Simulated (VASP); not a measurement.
# Sb in VASP: notebook, part 2 of 2

VASP 6.6.1. Earlier steps stand in the parts before.

## (3) Single point, PBE (equal xy, yz and zx shear strains of -1 %)

Input file INCAR:

```
SYSTEM = Sb
PREC = Accurate
ENCUT = 520
EDIFF = 1E-6
ISMEAR = -1
SIGMA = 0.05
LREAL = .False.
LASPH = .True.
NELM = 60
ALGO = Normal
ISIF = 2
LWAVE = .False.
LCHARG = .False.
GGA = PE
NBANDS = 12
```

Input file KPOINTS:

```
regular mesh
0
Gamma
  12 12 7
  0 0 0
```

Input file POSCAR:

```
Sb
1.0
    3.3690001795     -0.0168450009     -0.0168450009
   -1.6990882885      2.9260622412     -0.0061656983
   -0.0266500000     -0.0266500000      5.3300000000
Sb
2
Direct
    0.3333333333      0.6666666667      0.2500000000
    0.6666666667      0.3333333333      0.7500000000
```

Potentials or basis: VASP PAW PBE potentials, release 64 (Sb).

The run is started by

```sh
$ cat potpaw_PBE.64/Sb/POTCAR > POTCAR
$ mpirun -np 1 vasp_std > vasp.out
```

OUTCAR:

```text
SYSTEM = Sb
   PREC = Accurate
   ENCUT = 520
   EDIFF = 1E-6
   ISMEAR = -1
   LREAL = .False.
   LASPH = .True.
   NELM = 60
   ISIF = 2
   GGA = PE

 ion  position               nearest neighbor table
   1  0.333  0.667  0.250-   2 3.27   2 3.28   2 3.30   2 3.31   2 3.32   2 3.32
   2  0.667  0.333  0.750-   1 3.27   1 3.28   1 3.30   1 3.31   1 3.32   1 3.32

  LATTYP: Found a triclinic cell.
 ALAT       =     3.3545014782
 B/A-ratio  =     1.0043472705
 C/A-ratio  =     1.5889494409
 COS(alpha) =     0.0099745013
 COS(beta)  =     0.0136846555
 COS(gamma) =     0.4934979113

  Lattice vectors:

 A1 = (   1.6699118910,   2.9092172403,  -0.0230106992)
 A2 = (   3.3690001795,  -0.0168450009,  -0.0168450009)
 A3 = (   0.0266500000,   0.0266500000,  -5.3300000000)

Analysis of symmetry for initial positions (statically):
=====================================================================
 Subroutine PRICEL returns:
 Original cell was already a primitive cell.

 Routine SETGRP: Setting up the symmetry group for a
 triclinic supercell.

 Subroutine GETGRP returns: Found  2 space group operations
 (whereof  2 operations were pure point group operations)
 out of a pool of  2 trial point group operations.

The static configuration has the point symmetry S_2 .

Analysis of symmetry for dynamics (positions and initial velocities):
=====================================================================
 Subroutine PRICEL returns:
 Original cell was already a primitive cell.

 Routine SETGRP: Setting up the symmetry group for a
 triclinic supercell.

 Subroutine GETGRP returns: Found  2 space group operations
 (whereof  2 operations were pure point group operations)
 out of a pool of  2 trial point group operations.

The dynamic configuration has the point symmetry S_2 .

 Subroutine INISYM returns: Found  2 space group operations
[... 122 lines left out ...]
   GGA     = PE    functional components
   LHFCALC =     F    Hartree Fock is set to
   AEXX    =    0.0000 exact exchange contribution
   IVDW    =     0    specifies the selected vdW correction
   LEPSILON=     F    determine dielectric tensor
   LRPA    =     F    only Hartree local field effects (RPA)
 non-spin polarized calculation
  energy-cutoff  :      520.00
  volume of cell :       52.39
 maximum number of plane-waves:      1426
 NGX is ok and might be reduce to    28
   NGX = 13   NGY = 13   NGZ = 19

 number of electron      10.0000000 magnetization

 Free energy of the ion-electron system (eV)
  ---------------------------------------------------
  ext. energy  EPLUGINS =         0.00000000
  ---------------------------------------------------
  free energy    TOTEN  =        -7.70911232 eV

  energy without entropy =       -7.69858240  energy(sigma->0) =       -7.70384736

 E-fermi :   8.9240     XC(G=0): -10.3519

 val. band max:        8.9185886175   @ k =   0.4167   0.2500  -0.0000
 cond. band min:       8.9417887439   @ k =  -0.4167   0.0833   0.4286
 fundamental gap:      0.0232001263
 Fermi energy:         8.9240353030

 k-point     1 :       0.0000    0.0000    0.0000
  band No.  band energies     occupation
      1      -4.2588      2.00000
      2      -0.0286      2.00000
      3       2.9514      2.00000
      4      12.1682      0.00000
      5      12.2915      0.00000
      6      13.9597      0.00000
      7      14.0944      0.00000
      8      14.9690      0.00000
      9      16.3091      0.00000
     10      17.7180      0.00000
     11      18.6987      0.00000
     12      18.8794      0.00000
[... 331 lines left out ...]
 k-point    24 :       0.3333    0.1667   -0.0000
  band No.  band energies     occupation
      1      -0.9976      2.00000
      2       1.3661      2.00000
      3       4.7635      2.00000
      4       6.2505      2.00000
      5       6.3482      2.00000
      6       7.8438      2.00000
      7       9.5213      0.00001
      8      10.4789      0.00000
      9      13.9767      0.00000
     10      16.1045      0.00000
     11      20.1028      0.00000
     12      20.4344      0.00000

 [... further k-points ...]

------------------------ aborting loop because EDIFF is reached ----------------------------------------

  FORCE on cell =-STRESS in cart. coord.  units (eV):
  Direction    XX          YY          ZZ          XY          YZ          ZX
  --------------------------------------------------------------------------------------
  -------------------------------------------------------------------------------------
  Total        1.0611401      1.0596986      0.7093534     -0.0490671      0.0079029      0.0070938
  in kB       32.4530908     32.4090059     21.6943199     -1.5006297      0.2416970      0.2169507
  external PRESSURE =      28.8521389 kB  Pullay stress =       0.0000000 kB

 VOLUME and BASIS-vectors are now :
 -----------------------------------------------------------------------------
  energy-cutoff  :      520.00
  volume of cell :       52.39
      direct lattice vectors                 reciprocal lattice vectors
     3.369000179 -0.016845001 -0.016845001     0.297700090  0.172871662  0.002352859
    -1.699088289  2.926062241 -0.006165698     0.001722412  0.342760019  0.001722412
    -0.026650000 -0.026650000  5.330000000     0.000942848  0.000942848  0.187626689

 POSITION                                       TOTAL-FORCE (eV/Angst)
 -----------------------------------------------------------------------------------
     -0.01639      1.93843      1.32277         0.017020     -0.000662     -0.000657
      1.65965      0.94414      3.98421        -0.017020      0.000662      0.000657
 -----------------------------------------------------------------------------------
    total drift:                                0.000000     -0.000000     -0.000000

  FREE ENERGIE OF THE ION-ELECTRON SYSTEM (eV)
  ---------------------------------------------------
  free  energy   TOTEN  =        -7.7091123187 eV

  energy  without entropy=       -7.6985823978  energy(sigma->0) =       -7.70384736
```

OSZICAR:

```text
N       E                     dE             d eps       ncg     rms          rms(c)
DAV:   1     0.339882630471E+02    0.33988E+02   -0.36299E+03 12144   0.665E+02
DAV:   2    -0.596904019812E+01   -0.39957E+02   -0.38705E+02 15860   0.108E+02
DAV:   3    -0.770411978640E+01   -0.17351E+01   -0.17115E+01 15080   0.250E+01
DAV:   4    -0.771740533352E+01   -0.13286E-01   -0.13283E-01 13696   0.264E+00
DAV:   5    -0.771754184958E+01   -0.13652E-03   -0.13652E-03 14528   0.295E-01    0.254E+00
DAV:   6    -0.771202451841E+01    0.55173E-02   -0.30385E-03 13476   0.292E-01    0.145E+00
DAV:   7    -0.770908217284E+01    0.29423E-02   -0.61395E-03 12724   0.416E-01    0.465E-02
DAV:   8    -0.770911140076E+01   -0.29228E-04   -0.11235E-04 14948   0.749E-02    0.147E-02
DAV:   9    -0.770911296477E+01   -0.15640E-05   -0.30726E-06 13600   0.127E-02    0.309E-03
DAV:  10    -0.770911231868E+01    0.64609E-06   -0.18420E-07  8176   0.279E-03
   1 F= -.77091123E+01 E0= -.77038474E+01  d E =-.105299E-01
```

stdout:

```text
POSCAR found type information on POSCAR Sb
 POSCAR found :  1 types and       2 ions
 scaLAPACK will be used
 LDA part: xc-table for (Slater+PW92), standard interpolation
 POSCAR, INCAR and KPOINTS ok, starting setup
 FFT: planning ... GRIDC
 FFT: planning ... GRID_SOFT
 FFT: planning ... GRID
 WAVECAR not read
 entering main loop
```

Wall time 2 min (1 thread of AMD EPYC 9R45 (Zen 5), shared host); peak memory 0.36 GiB.

Results:

* Free energy: -7.7091 eV
* Pressure: 2.9 GPa
* Largest force: 0.017 eV/Å
* Band gap on the k mesh: zero (bands 5 and 6 overlap by 6.90 eV)

Forces on the atoms (eV/Å):
```
Sb   0.017 -0.001 -0.001
Sb  -0.017  0.001  0.001
```

Caveat: the cell differs from its parent crystal (equal xy, yz and zx shear strains of -1 %); spin-orbit coupling is left out, which moves the levels of the heavy elements.

The gap in the log of VASP goes by the Fermi energy; the results here count the filled bands.